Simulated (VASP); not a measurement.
# Cu2Ni3 (R-3m) in VASP: a series of runs

Cu2Ni3 is run at these levels: PBE; tasks: single point.

Everything below comes from runs of VASP 6.6.1. Logs are shortened: lines on timing, memory, paths and dates and some standing lists are left out, and cuts for length are marked.

## Step 1: The cell of the first run

The structure is trigonal, space group R-3m (No. 166). Conventional cell: a = 2.507 Å, b = 2.507 Å, c = 30.702 Å, α = 90.00°, β = 90.00°, γ = 120.00°. Within 3.3 Å of Cu (site symmetry 3m) lie 6 Cu at 2.51 Å and 6 Ni at 2.51 Å. Within 3.3 Å of Ni (site symmetry 3m) lie 9 Ni at 2.51 Å and 3 Cu at 2.51 Å. Ni (site symmetry -3m) has 6 Ni at 2.51 Å and 6 Cu at 2.51 Å within 3.3 Å.

## Step 2: Single point, PBE, collinear spin, ferromagnetic start

INCAR

```
SYSTEM = Cu2Ni3
PREC = Accurate
ENCUT = 520
EDIFF = 1E-6
ISMEAR = 0
SIGMA = 0.1
LREAL = .False.
LASPH = .True.
NELM = 150
ALGO = Normal
ISIF = 2
LWAVE = .False.
LCHARG = .False.
ISPIN = 2
MAGMOM = 0 0 2 2 2
LORBIT = 11
LMAXMIX = 4
GGA = PE
NBANDS = 38
```

KPOINTS

```
Automatic mesh
0
Gamma
  6 6 6
  0 0 0
```

POSCAR

```
Cu2Ni3
1.0
    1.2534051400      0.7236538000     10.2340101500
   -1.2534051400      0.7236538000     10.2340101500
    0.0000000000     -1.4473075900     10.2340101500
Cu Ni
2 3
Direct
    0.1000000000      0.1000000000      0.1000000000
    0.9000000000      0.9000000000      0.9000000000
    0.7000000000      0.7000000000      0.7000000000
    0.3000000000      0.3000000000      0.3000000000
    0.5000000000      0.5000000000      0.5000000000
```

Potentials or basis: VASP PAW PBE potentials, release 64 (Cu, Ni).

Run with:

```sh
> cat potpaw_PBE.64/Cu/POTCAR potpaw_PBE.64/Ni/POTCAR > POTCAR
> mpirun -np 1 vasp_std > vasp.out
```

OUTCAR:

```text
SYSTEM = Cu2Ni3
   PREC = Accurate
   ENCUT = 520
   EDIFF = 1E-6
   ISMEAR = 0
   LREAL = .False.
   LASPH = .True.
   NELM = 150
   ISIF = 2
   ISPIN = 2
   LORBIT = 11
   GGA = PE

 ion  position               nearest neighbor table
   1  0.100  0.100  0.100-   3 2.51   3 2.51   5 2.51   5 2.51   3 2.51   5 2.51
   2  0.900  0.900  0.900-   5 2.51   5 2.51   4 2.51   4 2.51   5 2.51   4 2.51
   3  0.700  0.700  0.700-   1 2.51   1 2.51   4 2.51   4 2.51   1 2.51   4 2.51
   4  0.300  0.300  0.300-   2 2.51   2 2.51   3 2.51   3 2.51   2 2.51   3 2.51
   5  0.500  0.500  0.500-   1 2.51   1 2.51   2 2.51   2 2.51   1 2.51   2 2.51

  LATTYP: Found a trigonal (rhomboedric) cell.
 ALAT       =    10.3358436045
 COS(alpha) =     0.9705882354

  Lattice vectors:

 A1 = (   1.2534051400,   0.7236538000,  10.2340101500)
 A2 = (  -1.2534051400,   0.7236538000,  10.2340101500)
 A3 = (   0.0000000000,  -1.4473075900,  10.2340101500)

Analysis of symmetry for initial positions (statically):
=====================================================================
 Subroutine PRICEL returns:
 Original cell was already a primitive cell.

 Routine SETGRP: Setting up the symmetry group for a
 trigonal (rhombohedral) supercell.

 Subroutine GETGRP returns: Found 12 space group operations
 (whereof 12 operations were pure point group operations)
 out of a pool of 12 trial point group operations.

The static configuration has the point symmetry D_3d.

Analysis of symmetry for dynamics (positions and initial velocities):
=====================================================================
 Subroutine PRICEL returns:
 Original cell was already a primitive cell.

 Routine SETGRP: Setting up the symmetry group for a
 trigonal (rhombohedral) supercell.

 Subroutine GETGRP returns: Found 12 space group operations
 (whereof 12 operations were pure point group operations)
 out of a pool of 12 trial point group operations.

The dynamic configuration has the point symmetry D_3d.

Analysis of structural, dynamic, and magnetic symmetry:
=====================================================================
 Subroutine PRICEL returns:
 Original cell was already a primitive cell.

 Routine SETGRP: Setting up the symmetry group for a
 trigonal (rhombohedral) supercell.

 Subroutine GETGRP returns: Found 12 space group operations
 (whereof 12 operations were pure point group operations)
 out of a pool of 12 trial point group operations.

The overall configuration has the point symmetry D_3d.

 Subroutine INISYM returns: Found 12 space group operations
 (whereof 12 operations are pure point group operations),
 and found     1 'primitive' translations

----------------------------------------------------------------------------------------

                                     Primitive cell

  volume of cell :      55.6954

  direct lattice vectors                    reciprocal lattice vectors
     1.253405140  0.723653800 10.234010150     0.398913315  0.230312710  0.032571136
    -1.253405140  0.723653800 10.234010150    -0.398913315  0.230312710  0.032571136
     0.000000000 -1.447307590 10.234010150     0.000000000 -0.460625419  0.032571136

  length of vectors
    10.335843605 10.335843605 10.335843604     0.461775548  0.461775548  0.461775547

  position of ions in fractional coordinates (direct lattice)
     0.100000000  0.100000000  0.100000000
     0.900000000  0.900000000  0.900000000
     0.700000000  0.700000000  0.700000000
     0.300000000  0.300000000  0.300000000
     0.500000000  0.500000000  0.500000000

  ion indices of the primitive-cell ions
   primitive index   ion index
                 1           1
                 2           2
                 3           3
                 4           4
                 5           5

----------------------------------------------------------------------------------------

 KPOINTS: Automatic mesh

Automatic generation of k-mesh.
 Grid dimensions read from file:
 generate k-points for:    6    6    6

 Generating k-lattice:

  Cartesian coordinates                     Fractional coordinates (reciprocal lattice)
     0.066485553  0.038385452  0.005428523     0.166666667  0.000000000  0.000000000
    -0.066485553  0.038385452  0.005428523     0.000000000  0.166666667  0.000000000
     0.000000000 -0.076770903  0.005428523     0.000000000  0.000000000  0.166666667

  Length of vectors
     0.076962591  0.076962591  0.076962591

  Shift w.r.t. Gamma in fractional coordinates (k-lattice)
     0.000000000  0.000000000  0.000000000

 Subroutine IBZKPT returns following result:
 ===========================================

 Found     32 irreducible k-points:

 Following reciprocal coordinates:
            Coordinates               Weight
  0.000000  0.000000  0.000000      1.000000
  0.166667  0.000000 -0.000000      6.000000
  0.333333  0.000000 -0.000000      6.000000
  0.500000  0.000000  0.000000      3.000000
  0.166667  0.166667 -0.000000      6.000000
  0.333333  0.166667  0.000000     12.000000
[... 16 lines left out ...]
  0.500000  0.500000  0.166667      6.000000
 -0.333333  0.500000  0.166667     12.000000
 [... further k-points ...]
   k-points           NKPTS =     32   k-points in BZ     NKDIM =     32   number of bands    NBANDS=     38
   number of dos      NEDOS =    301   number of ions     NIONS =      5
   total plane-waves  NPLWV = 512000
   dimension x,y,z NGX =    80 NGY =   80 NGZ =   80
   dimension x,y,z NGXF=   160 NGYF=  160 NGZF=  160
   ions per type =               2   3
   NGX,Y,Z   is equivalent  to a cutoff of  12.87, 12.87, 12.87 a.u.
   NGXF,Y,Z  is equivalent  to a cutoff of  25.74, 25.74, 25.74 a.u.
 SYSTEM =  Cu2Ni3
   PREC   = accura    normal or accurate (medium, high low for compatibility)
   ISTART =      0    job   : 0-new  1-cont  2-samecut
   ICHARG =      2    charge: 1-file 2-atom 10-const
   ISPIN  =      2    spin polarized calculation?
   LNONCOLLINEAR =      F non collinear calculations
   LSORBIT =      F    spin-orbit coupling
   LASPH  =      T    aspherical Exc in radial PAW
   ENCUT  =  520.0 eV  38.22 Ry    6.18 a.u.  19.22 19.22 19.22*2*pi/ulx,y,z
   NELM   =    150;   NELMIN=  2; NELMDL= -5     # of ELM steps
   EDIFF  = 0.1E-05   stopping-criterion for ELM
   LREAL  =      F    real-space projection
   EDIFFG = 0.1E-04   stopping-criterion for IOM
   NSW    =      0    number of steps for IOM
   IBRION =     -1    ionic relax: 0-MD 1-quasi-New 2-CG
   NFREE  =      0    steps in history (QN), initial steepest desc. (CG)
   ISIF   =      2    stress and relaxation
   ISYM   =      2    0-nonsym 1-usesym 2-fastsym
   POTIM  = 0.5000    time-step for ionic-motion
   TEBEG  =    0.0;   TEEND  =   0.0 temperature during run
   PSTRESS=    0.0 pullay stress
   NELECT =      52.0000    total number of electrons
   NUPDOWN=      -1.0000    fix difference up-down
   EMIN   =  10.00;   EMAX   =-10.00  energy-range for DOS
   EFERMI =   0.00;   METHOD = LEGACY
   ISMEAR =     0;   SIGMA  =   0.10  broadening in eV -4-tet -1-fermi 0-gaus
   EFERMI_NEDOS =   21; number of points for ismear=-14 and -15
   IALGO  =     38    algorithm
   IMIX   =      4    mixing-type and parameters
     AMIX     =   0.40;   BMIX     =  1.00
     AMIX_MAG =   1.60;   BMIX_MAG =  1.00
  volume/ion in A,a.u.               =      11.14        75.17
  Fermi-wavevector in a.u.,A,eV,Ry     =   1.600060  3.023674 34.833507  2.560191
  Thomas-Fermi vector in A             =   2.697255
   LORBIT       =     11    0 simple, 1 ext, 2 COOP (PROOUT), +10 PAW based schemes
   GGA     = PE    functional components
   LHFCALC =     F    Hartree Fock is set to
   AEXX    =    0.0000 exact exchange contribution
   IVDW    =     0    specifies the selected vdW correction
   LEPSILON=     F    determine dielectric tensor
   LRPA    =     F    only Hartree local field effects (RPA)
 spin polarized calculation
 Gauss-broadening in eV      SIGMA  =   0.10
  energy-cutoff  :      520.00
  volume of cell :       55.70
 maximum number of plane-waves:      1520
 NGX is ok and might be reduce to    80
   NGX = 39   NGY = 39   NGZ = 39

 number of electron      52.0000002 magnetization       1.0172691

 Free energy of the ion-electron system (eV)
  ---------------------------------------------------
  ext. energy  EPLUGINS =         0.00000000
  ---------------------------------------------------
  free energy    TOTEN  =       -23.83833020 eV

  energy without entropy =      -23.80695261  energy(sigma->0) =      -23.82264141

 E-fermi :   8.5383     XC(G=0): -13.0933

 val. band max:        8.5369220417   @ k =   0.3333   0.3333   0.1667
 cond. band min:       8.5383304395   @ k =   0.3333   0.3333   0.3333
 fundamental gap:      0.0014083978
 Fermi energy:         8.5382544296

 spin component 1

 k-point     1 :       0.0000    0.0000    0.0000
  band No.  band energies     occupation
      1      -0.5034      1.00000
      2       0.7569      1.00000
      3       1.2144      1.00000
      4       3.5500      1.00000
      5       3.6525      1.00000
      6       5.6029      1.00000
[... 30 lines left out ...]
     37      32.0797      0.00000
     38      32.5063      0.00000

 k-point     2 :       0.1667    0.0000   -0.0000
  band No.  band energies     occupation
      1       0.4250      1.00000
      2       1.5647      1.00000
      3       2.0850      1.00000
      4       4.1045      1.00000
      5       4.2124      1.00000
      6       5.3684      1.00000
[... 30 lines left out ...]
     37      26.4945      0.00000
     38      28.0133      0.00000
[... 859 lines left out ...]
     37      23.4568      0.00000
     38      24.2897      0.00000

 k-point    24 :      -0.3333    0.5000    0.1667
  band No.  band energies     occupation
      1       4.0443      1.00000
      2       4.2767      1.00000
      3       4.3212      1.00000
      4       4.4851      1.00000
      5       4.7649      1.00000
      6       4.8051      1.00000
[... 30 lines left out ...]
     37      20.0590      0.00000
     38      20.4234      0.00000

 [... further k-points ...]

 spin component 2

 k-point     1 :       0.0000    0.0000    0.0000
  band No.  band energies     occupation
      1      -0.5182      1.00000
      2       0.7391      1.00000
      3       1.2012      1.00000
      4       3.5599      1.00000
      5       3.7518      1.00000
      6       5.6976      1.00000
[... 30 lines left out ...]
     37      32.0231      0.00000
     38      32.4797      0.00000

 k-point     2 :       0.1667    0.0000   -0.0000
  band No.  band energies     occupation
      1       0.4113      1.00000
      2       1.5515      1.00000
      3       2.0748      1.00000
      4       4.1202      1.00000
      5       4.3003      1.00000
      6       5.4131      1.00000
[... 30 lines left out ...]
     37      26.5116      0.00000
     38      28.0415      0.00000
[... 859 lines left out ...]
     37      23.4911      0.00000
     38      24.2947      0.00000

 k-point    24 :      -0.3333    0.5000    0.1667
  band No.  band energies     occupation
      1       4.0954      1.00000
      2       4.3091      1.00000
      3       4.3740      1.00000
      4       4.5597      1.00000
      5       4.8545      1.00000
      6       4.9152      1.00000
[... 30 lines left out ...]
     37      20.0963      0.00000
     38      20.4716      0.00000

 [... further k-points ...]
[... 5 lines left out ...]
  --------------------------------------------------------------------------------------
  -------------------------------------------------------------------------------------
  Total        0.3149787      0.3149787      0.8674463      0.0000000      0.0000000      0.0000000
  in kB        9.0609212      9.0609212     24.9536330      0.0000000      0.0000000      0.0000000
  external PRESSURE =      14.3584918 kB  Pullay stress =       0.0000000 kB

 VOLUME and BASIS-vectors are now :
 -----------------------------------------------------------------------------
  energy-cutoff  :      520.00
  volume of cell :       55.70
      direct lattice vectors                 reciprocal lattice vectors
     1.253405140  0.723653800 10.234010150     0.398913315  0.230312710  0.032571136
    -1.253405140  0.723653800 10.234010150    -0.398913315  0.230312710  0.032571136
     0.000000000 -1.447307590 10.234010150     0.000000000 -0.460625419  0.032571136

 POSITION                                       TOTAL-FORCE (eV/Angst)
 -----------------------------------------------------------------------------------
      0.00000      0.00000      3.07020         0.000000      0.000000      0.058767
      0.00000      0.00000     27.63183         0.000000     -0.000000     -0.058767
      0.00000      0.00000     21.49142         0.000000     -0.000000     -0.415082
      0.00000      0.00000      9.21061         0.000000      0.000000      0.415082
      0.00000      0.00000     15.35102        -0.000000      0.000000      0.000000
 -----------------------------------------------------------------------------------
    total drift:                                0.000000     -0.000000     -0.000000

  FREE ENERGIE OF THE ION-ELECTRON SYSTEM (eV)
  ---------------------------------------------------
  free  energy   TOTEN  =       -23.8383302004 eV

  energy  without entropy=      -23.8069526143  energy(sigma->0) =      -23.82264141

 total charge

# of ion       s       p       d       tot
------------------------------------------
    1        0.463   0.428   9.168  10.059
    2        0.463   0.428   9.168  10.059
    3        0.483   0.469   8.326   9.278
    4        0.483   0.469   8.326   9.278
    5        0.481   0.458   8.357   9.297
--------------------------------------------------
tot          2.373   2.252  43.345  47.970

 magnetization (x)

# of ion       s       p       d       tot
------------------------------------------
    1       -0.003  -0.006   0.014   0.005
    2       -0.003  -0.006   0.014   0.005
    3       -0.004  -0.016   0.511   0.491
    4       -0.004  -0.016   0.511   0.491
    5       -0.001  -0.001   0.056   0.054
--------------------------------------------------
tot         -0.016  -0.044   1.106   1.047
```

Wall time 26 min (1 thread of Intel Xeon 6975P-C (Granite Rapids), shared host); peak memory 1.3 GiB.

What came out:

- Free energy: -23.8383 eV
- Pressure: 1.4 GPa
- Largest force: 0.415 eV/Å
- Net moment: 1.02 μB per cell
- Site moments: Cu +0.01; Ni +0.49, +0.05 μB
- Valence electrons inside the program's atomic spheres: Cu 10.06; Ni 9.28, 9.30

Forces on the atoms (eV/Å):
```
Cu   0.000  0.000  0.059
Cu   0.000  0.000 -0.059
Ni   0.000  0.000 -0.415
Ni   0.000  0.000  0.415
Ni   0.000  0.000  0.000
```

Caveat: the k points lie up to 0.48 Å⁻¹ apart.

## Step 3: Single point, PBE, collinear spin, ferromagnetic start

This run uses another cell than the first one, of 11.21 Å³/atom, 1.007 times its volume.

INCAR

```
  ALGO = Fast
  EDIFF = 1E-6
  ENCUT = 520
  GGA = PE
  ISIF = 2
  ISMEAR = 0
  ISPIN = 2
  LASPH = True
  LCHARG = False
  LMAXMIX = 4
  LORBIT = 11
  LREAL = False
  LWAVE = False
  MAGMOM = 0 0 2 2 2
  NBANDS = 38
  NELM = 150
  PREC = Accurate
  SIGMA = 0.1
```

KPOINTS

```
k-points
0
Gamma
  6 6 6
```

POSCAR

```
Cu2Ni3
1.0
    1.2535482202      0.7237364040     10.3004220994
   -1.2535482202      0.7237364040     10.3004220994
    0.0000000000     -1.4474728030     10.3004220998
Cu Ni
2 3
Direct
    0.0997550734      0.0997550734      0.0997550734
    0.9002449266      0.9002449266      0.9002449266
    0.6989215055      0.6989215055      0.6989215055
    0.3010784945      0.3010784945      0.3010784945
    0.5000000000      0.5000000000      0.5000000000
```

Potentials or basis: VASP PAW PBE potentials, release 64 (Cu, Ni).

Run with:

```sh
> cat potpaw_PBE.64/Cu/POTCAR potpaw_PBE.64/Ni/POTCAR > POTCAR
> mpirun -np 1 vasp_std > vasp.out
```

Run time: 30 min. Hardware: 1 thread of Intel Xeon 6975P-C (Granite Rapids), shared host; peak memory 1.4 GiB.

Results (log left out):

```yaml
Free_energy: -23.8549 eV
Pressure: 0.3 GPa
Largest_force: 0.009 eV/Å
Net_moment: 1.04 μB per cell
Site_moments: Cu +0.00; Ni +0.51, +0.05 μB
Valence_electrons_inside_the_program's_atomic_spheres: Cu 10.04; Ni 9.28
```

Forces in eV/Å, atoms in the order of the input:
```
Cu   0.000  0.000  0.001
Cu   0.000  0.000 -0.001
Ni   0.000  0.000  0.009
Ni   0.000  0.000 -0.009
Ni   0.000  0.000  0.000
```

Stress tensor (GPa, compression positive):
```
0.26 0.00 0.00
0.00 0.26 0.00
0.00 0.00 0.47
```

Levels at points of the mesh, in eV from the Fermi level:
Spin up:
```csv
k point,band 23,band 24,band 25,band 26,band 27,band 28,band 29,band 30,band 31,band 32
"(0.00, 0.00, 0.00)",-1.34,-1.34,-1.02,-1.02,-0.59,-0.59,-0.35,-0.35,7.06,7.35
"(0.50, 0.00, 0.00)",-0.40,-0.35,-0.28,0.12,1.53,1.93,2.27,2.32,5.19,6.60
"(0.50, 0.50, 0.00)",-0.35,-0.28,0.12,0.73,0.84,2.01,2.31,2.32,5.46,5.67
"(0.50, 0.50, 0.50)",-1.35,-1.02,-1.02,-0.62,-0.62,-0.45,-0.34,-0.34,5.09,11.05
```
Spin down:
| k point | band 22 | band 23 | band 24 | band 25 | band 26 | band 27 | band 28 | band 29 | band 30 | band 31 |
| --- | --- | --- | --- | --- | --- | --- | --- | --- | --- | --- |
| (0.00, 0.00, 0.00) | -1.33 | -1.21 | -1.21 | -0.54 | -0.54 | -0.28 | -0.28 | 0.00 | 0.00 | 7.08 |
| (0.50, 0.00, 0.00) | -0.29 | -0.12 | 0.16 | 0.26 | 0.35 | 1.58 | 2.08 | 2.33 | 2.41 | 5.32 |
| (0.50, 0.50, 0.00) | -0.08 | 0.16 | 0.26 | 0.36 | 0.89 | 0.89 | 2.08 | 2.34 | 2.46 | 5.50 |
| (0.50, 0.50, 0.50) | -1.28 | -1.28 | -0.53 | -0.53 | -0.47 | -0.32 | -0.32 | 0.02 | 0.02 | 5.21 |

Caveat: the k points lie up to 0.48 Å⁻¹ apart.
